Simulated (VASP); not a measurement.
# CuI (I-4m2) in VASP: settings compared

Aim: see how the results for CuI move with the level of theory and the settings. Levels: PBE, r2SCAN. Tasks: single point.

Program: VASP 6.6.1. These are calculated values, not measurements. Logs are shortened: lines on timing, memory, paths and dates and some standing lists are left out, and cuts for length are marked.

## (1) The cell of the first run

The structure is tetragonal, space group I-4m2 (No. 119). The conventional cell has a = 4.260 Å, b = 4.260 Å, c = 6.296 Å, α = 90.00°, β = 90.00°, γ = 90.00°. Cu (site symmetry -4m2) has 4 I at 2.65 Å within 3.5 Å. I (site symmetry -4m2) has 4 Cu at 2.65 Å within 3.5 Å.

## (2) Single point, PBE (uniaxial z strain +4.5%)

INCAR reads:

```
PREC = Accurate
ENCUT = 520
EDIFF = 1E-7
ISMEAR = -1
SIGMA = 0.02
LREAL = F
LASPH = T
NELM = 60
ALGO = Normal
ISIF = 2
LWAVE = F
LCHARG = F
GGA = PE
NBANDS = 16
```

KPOINTS reads:

```
regular mesh
0
Gamma
  8 8 8
```

POSCAR reads:

```
CuI
1.0
    0.0000000000      3.0120289470      3.1481726554
    3.0120289470      0.0000000000      3.1481726554
    3.0120289470      3.0120289470      0.0000000000
Cu I
1 1
Direct
    0.0000000000      0.0000000000      0.0000000000
    0.2500000000      0.2500000000      0.2500000000
```

Potentials or basis: VASP PAW PBE potentials, release 64 (Cu, I).

On the command line:

```console
$ cat potpaw_PBE.64/Cu/POTCAR potpaw_PBE.64/I/POTCAR > POTCAR
$ mpirun -np 1 vasp_std > vasp.out
```

OUTCAR:

```text
PREC = Accurate
   ENCUT = 520
   EDIFF = 1E-7
   ISMEAR = -1
   LREAL = F
   LASPH = T
   NELM = 60
   ISIF = 2
   GGA = PE

 ion  position               nearest neighbor table
   1  0.000  0.000  0.000-   2 2.65   2 2.65   2 2.65   2 2.65
   2  0.250  0.250  0.250-   1 2.65   1 2.65   1 2.65   1 2.65

  LATTYP: Found a body centered tetragonal cell.
 ALAT       =     4.2596521871
 C/A-ratio  =     1.4781360154

  Lattice vectors:

 A1 = (  -3.0120289470,   0.0000000000,   3.1481726554)
 A2 = (   3.0120289470,   0.0000000000,   3.1481726554)
 A3 = (   0.0000000000,   3.0120289470,  -3.1481726554)

Analysis of symmetry for initial positions (statically):
=====================================================================
 Subroutine PRICEL returns:
 Original cell was already a primitive cell.

 Routine SETGRP: Setting up the symmetry group for a
 body centered tetragonal supercell.

 Subroutine GETGRP returns: Found  8 space group operations
 (whereof  8 operations were pure point group operations)
 out of a pool of 16 trial point group operations.

The static configuration has the point symmetry D_2d.

Analysis of symmetry for dynamics (positions and initial velocities):
=====================================================================
 Subroutine PRICEL returns:
 Original cell was already a primitive cell.

 Routine SETGRP: Setting up the symmetry group for a
 body centered tetragonal supercell.

 Subroutine GETGRP returns: Found  8 space group operations
 (whereof  8 operations were pure point group operations)
 out of a pool of 16 trial point group operations.

The dynamic configuration has the point symmetry D_2d.

 Subroutine INISYM returns: Found  8 space group operations
 (whereof  8 operations are pure point group operations),
 and found     1 'primitive' translations

----------------------------------------------------------------------------------------

                                     Primitive cell

  volume of cell :      57.1224

  direct lattice vectors                    reciprocal lattice vectors
     0.000000000  3.012028947  3.148172655    -0.166001061  0.166001061  0.158822293
     3.012028947  0.000000000  3.148172655     0.166001061 -0.166001061  0.158822293
     3.012028947  3.012028947  0.000000000     0.166001061  0.166001061 -0.158822293

  length of vectors
     4.356983985  4.356983985  4.259652187     0.283438221  0.283438221  0.283438221

  position of ions in fractional coordinates (direct lattice)
     0.000000000  0.000000000  0.000000000
     0.250000000  0.250000000  0.250000000

  ion indices of the primitive-cell ions
   primitive index   ion index
                 1           1
                 2           2

----------------------------------------------------------------------------------------

 KPOINTS: regular mesh

Automatic generation of k-mesh.
 Grid dimensions read from file:
 generate k-points for:    8    8    8

 Generating k-lattice:

  Cartesian coordinates                     Fractional coordinates (reciprocal lattice)
    -0.020750133  0.020750133  0.019852787     0.125000000  0.000000000  0.000000000
     0.020750133 -0.020750133  0.019852787     0.000000000  0.125000000  0.000000000
     0.020750133  0.020750133 -0.019852787     0.000000000  0.000000000  0.125000000

  Length of vectors
     0.035429778  0.035429778  0.035429778

  Shift w.r.t. Gamma in fractional coordinates (k-lattice)
     0.000000000  0.000000000  0.000000000

 Subroutine IBZKPT returns following result:
 ===========================================

 Found     59 irreducible k-points:

 Following reciprocal coordinates:
            Coordinates               Weight
  0.000000  0.000000  0.000000      1.000000
  0.125000  0.000000  0.000000      8.000000
  0.250000  0.000000  0.000000      8.000000
  0.375000  0.000000  0.000000      8.000000
  0.500000  0.000000  0.000000      4.000000
  0.125000  0.125000  0.000000      2.000000
[... 16 lines left out ...]
  0.250000  0.000000  0.125000     16.000000
  0.375000  0.000000  0.125000     16.000000
 [... further k-points ...]
   k-points           NKPTS =     59   k-points in BZ     NKDIM =     59   number of bands    NBANDS=     16
   number of dos      NEDOS =    301   number of ions     NIONS =      2
   total plane-waves  NPLWV =  32768
   dimension x,y,z NGX =    32 NGY =   32 NGZ =   32
   dimension x,y,z NGXF=    64 NGYF=   64 NGZF=   64
   ions per type =               1   1
   NGX,Y,Z   is equivalent  to a cutoff of  12.21, 12.21, 12.49 a.u.
   NGXF,Y,Z  is equivalent  to a cutoff of  24.42, 24.42, 24.98 a.u.
 SYSTEM =  unknown system
   PREC   = accura    normal or accurate (medium, high low for compatibility)
   ISTART =      0    job   : 0-new  1-cont  2-samecut
   ICHARG =      2    charge: 1-file 2-atom 10-const
   ISPIN  =      1    spin polarized calculation?
   LNONCOLLINEAR =      F non collinear calculations
   LSORBIT =      F    spin-orbit coupling
   LASPH  =      T    aspherical Exc in radial PAW
   ENCUT  =  520.0 eV  38.22 Ry    6.18 a.u.   8.10  8.10  7.92*2*pi/ulx,y,z
   NELM   =     60;   NELMIN=  2; NELMDL= -5     # of ELM steps
   EDIFF  = 0.1E-06   stopping-criterion for ELM
   LREAL  =      F    real-space projection
   EDIFFG = 0.1E-05   stopping-criterion for IOM
   NSW    =      0    number of steps for IOM
   IBRION =     -1    ionic relax: 0-MD 1-quasi-New 2-CG
   NFREE  =      0    steps in history (QN), initial steepest desc. (CG)
   ISIF   =      2    stress and relaxation
   ISYM   =      2    0-nonsym 1-usesym 2-fastsym
   POTIM  = 0.5000    time-step for ionic-motion
   TEBEG  =    0.0;   TEEND  =   0.0 temperature during run
   PSTRESS=    0.0 pullay stress
   NELECT =      18.0000    total number of electrons
   NUPDOWN=      -1.0000    fix difference up-down
   EMIN   =  10.00;   EMAX   =-10.00  energy-range for DOS
   EFERMI =   0.00;   METHOD = LEGACY
   ISMEAR =    -1;   SIGMA  =   0.02  broadening in eV -4-tet -1-fermi 0-gaus
   EFERMI_NEDOS =   21; number of points for ismear=-14 and -15
   IALGO  =     38    algorithm
   IMIX   =      4    mixing-type and parameters
     AMIX     =   0.40;   BMIX     =  1.00
     AMIX_MAG =   1.60;   BMIX_MAG =  1.00
  volume/ion in A,a.u.               =      28.56       192.74
  Fermi-wavevector in a.u.,A,eV,Ry     =   1.114030  2.105211 16.885673  1.241062
  Thomas-Fermi vector in A             =   2.250620
   LORBIT       =      0    0 simple, 1 ext, 2 COOP (PROOUT), +10 PAW based schemes
   GGA     = PE    functional components
   LHFCALC =     F    Hartree Fock is set to
   AEXX    =    0.0000 exact exchange contribution
   IVDW    =     0    specifies the selected vdW correction
   LEPSILON=     F    determine dielectric tensor
   LRPA    =     F    only Hartree local field effects (RPA)
 non-spin polarized calculation
  energy-cutoff  :      520.00
  volume of cell :       57.12
 maximum number of plane-waves:      1560
   NGX = 17   NGY = 17   NGZ = 15

 number of electron      18.0000013 magnetization

 Free energy of the ion-electron system (eV)
  ---------------------------------------------------
  ext. energy  EPLUGINS =         0.00000000
  ---------------------------------------------------
  free energy    TOTEN  =        -5.55673464 eV

  energy without entropy =       -5.55673464  energy(sigma->0) =       -5.55673464

 E-fermi :   4.6158     XC(G=0):  -8.8236

 val. band max:        4.1858352241   @ k =   0.0000   0.0000   0.0000
 cond. band min:       5.2383365725   @ k =   0.0000   0.0000   0.0000
 fundamental gap:      1.0525013484
 Fermi energy:         4.6157604823

 k-point     1 :       0.0000    0.0000    0.0000
  band No.  band energies     occupation
      1      -9.7147      2.00000
      2       0.6042      2.00000
      3       0.6616      2.00000
      4       0.6616      2.00000
      5       2.3976      2.00000
      6       2.4335      2.00000
[... 8 lines left out ...]
     15      13.3505      0.00000
     16      14.0148      0.00000

 k-point     2 :       0.1250    0.0000    0.0000
  band No.  band energies     occupation
      1      -9.6465      2.00000
      2       0.3451      2.00000
      3       0.6222      2.00000
      4       0.6735      2.00000
      5       2.3942      2.00000
      6       2.4260      2.00000
[... 8 lines left out ...]
     15      13.1115      0.00000
     16      13.2944      0.00000

 k-point     3 :       0.2500    0.0000    0.0000
  band No.  band energies     occupation
      1      -9.4721      2.00000
      2      -0.3436      2.00000
      3       0.6087      2.00000
      4       0.7002      2.00000
      5       2.3983      2.00000
      6       2.4175      2.00000
[... 8 lines left out ...]
     15      12.9589      0.00000
     16      13.1950      0.00000

 k-point     4 :       0.3750    0.0000    0.0000
  band No.  band energies     occupation
      1      -9.2819      2.00000
      2      -0.9994      2.00000
      3       0.5909      2.00000
      4       0.7235      2.00000
      5       2.4252      2.00000
      6       2.4281      2.00000
[... 8 lines left out ...]
     15      13.7106      0.00000
     16      13.8541      0.00000

 k-point     5 :       0.5000    0.0000    0.0000
  band No.  band energies     occupation
      1      -9.1976      2.00000
      2      -1.2630      2.00000
      3       0.5819      2.00000
      4       0.7320      2.00000
      5       2.4404      2.00000
      6       2.4429      2.00000
[... 8 lines left out ...]
     15      14.8230      0.00000
     16      15.0861      0.00000

 k-point     6 :       0.1250    0.1250    0.0000
  band No.  band energies     occupation
      1      -9.6291      2.00000
      2       0.2728      2.00000
      3       0.6557      2.00000
      4       0.6557      2.00000
      5       2.3674      2.00000
      6       2.4436      2.00000
[... 8 lines left out ...]
     15      13.3307      0.00000
     16      14.1537      0.00000

 k-point     7 :       0.2500    0.1250    0.0000
  band No.  band energies     occupation
      1      -9.4939      2.00000
      2      -0.1999      2.00000
      3       0.6113      2.00000
      4       0.6628      2.00000
      5       2.3494      2.00000
      6       2.4484      2.00000
[... 8 lines left out ...]
     15      13.8878      0.00000
     16      14.2190      0.00000

 k-point     8 :       0.3750    0.1250    0.0000
  band No.  band energies     occupation
      1      -9.3071      2.00000
      2      -0.7865      2.00000
      3       0.5014      2.00000
      4       0.6883      2.00000
      5       2.3691      2.00000
      6       2.4519      2.00000
[... 8 lines left out ...]
     15      13.9012      0.00000
     16      14.2938      0.00000

 k-point     9 :       0.5000    0.1250    0.0000
  band No.  band energies     occupation
      1      -9.1795      2.00000
      2      -1.1468      2.00000
      3       0.3898      2.00000
      4       0.7185      2.00000
      5       2.4028      2.00000
      6       2.4443      2.00000
[... 8 lines left out ...]
     15      14.4528      0.00000
     16      14.8877      0.00000
[... 172 lines left out ...]
 k-point    19 :       0.5000    0.3750    0.0000
  band No.  band energies     occupation
      1      -9.0840      2.00000
      2      -1.2010      2.00000
      3       0.4133      2.00000
      4       0.6501      2.00000
      5       2.3267      2.00000
      6       2.4808      2.00000
[... 8 lines left out ...]
     15      15.3848      0.00000
     16      16.1828      0.00000

 k-point    20 :      -0.3750    0.3750    0.0000
  band No.  band energies     occupation
      1      -9.0589      2.00000
      2      -1.0259      2.00000
      3      -0.0730      2.00000
      4       0.6865      2.00000
      5       2.2934      2.00000
      6       2.4417      2.00000
[... 8 lines left out ...]
     15      14.2309      0.00000
     16      17.0967      0.00000

 k-point    21 :       0.5000    0.5000    0.0000
  band No.  band energies     occupation
      1      -9.0624      2.00000
      2      -1.3403      2.00000
      3       0.6353      2.00000
      4       0.6353      2.00000
      5       2.3691      2.00000
      6       2.4416      2.00000
[... 8 lines left out ...]
     15      15.4794      0.00000
     16      16.1533      0.00000

 k-point    22 :       0.1250    0.0000    0.1250
  band No.  band energies     occupation
      1      -9.6210      2.00000
      2       0.3278      2.00000
      3       0.5794      2.00000
      4       0.6377      2.00000
      5       2.3910      2.00000
      6       2.4246      2.00000
[... 8 lines left out ...]
     15      13.4923      0.00000
     16      13.6832      0.00000

 k-point    23 :       0.2500    0.0000    0.1250
  band No.  band energies     occupation
      1      -9.4795      2.00000
      2      -0.1809      2.00000
      3       0.5626      2.00000
      4       0.6301      2.00000
      5       2.3734      2.00000
      6       2.4321      2.00000
[... 8 lines left out ...]
     15      13.5675      0.00000
     16      14.3076      0.00000

 k-point    24 :       0.3750    0.0000    0.1250
  band No.  band energies     occupation
      1      -9.2921      2.00000
      2      -0.7938      2.00000
      3       0.5231      2.00000
      4       0.6195      2.00000
      5       2.3836      2.00000
      6       2.4467      2.00000
[... 8 lines left out ...]
     15      13.9207      0.00000
     16      14.4111      0.00000

 [... further k-points ...]
[... 5 lines left out ...]
  --------------------------------------------------------------------------------------
  -------------------------------------------------------------------------------------
  Total       -0.1294864     -0.1294864     -0.4272603      0.0000000      0.0000000      0.0000000
  in kB       -3.6318490     -3.6318490    -11.9838487      0.0000000      0.0000000      0.0000000
  external PRESSURE =      -6.4158489 kB  Pullay stress =       0.0000000 kB

 VOLUME and BASIS-vectors are now :
 -----------------------------------------------------------------------------
  energy-cutoff  :      520.00
  volume of cell :       57.12
      direct lattice vectors                 reciprocal lattice vectors
     0.000000000  3.012028947  3.148172655    -0.166001061  0.166001061  0.158822293
     3.012028947  0.000000000  3.148172655     0.166001061 -0.166001061  0.158822293
     3.012028947  3.012028947  0.000000000     0.166001061  0.166001061 -0.158822293

 POSITION                                       TOTAL-FORCE (eV/Angst)
 -----------------------------------------------------------------------------------
      0.00000      0.00000      0.00000         0.000000      0.000000      0.000000
      1.50601      1.50601      1.57409        -0.000000     -0.000000     -0.000000
 -----------------------------------------------------------------------------------
    total drift:                               -0.000001     -0.000001     -0.000003

  FREE ENERGIE OF THE ION-ELECTRON SYSTEM (eV)
  ---------------------------------------------------
  free  energy   TOTEN  =        -5.5567346375 eV

  energy  without entropy=       -5.5567346375  energy(sigma->0) =       -5.55673464
```

Wall time 50 s (1 thread of AMD EPYC 7R43 (Zen 3), shared host); peak memory 0.16 GiB.

Results:

```
Free energy            : -5.5567 eV
Pressure               : -0.6 GPa
Band gap on the k mesh : 1.05 eV
```

Stress tensor (GPa, compression positive):
```
-0.36  0.00  0.00
 0.00 -0.36  0.00
 0.00  0.00 -1.20
```

Caveat: the cell differs from its parent crystal (uniaxial z strain +4.5%); spin-orbit coupling is left out, which moves the levels of the heavy elements.

(Continued in part 2 of 2.)
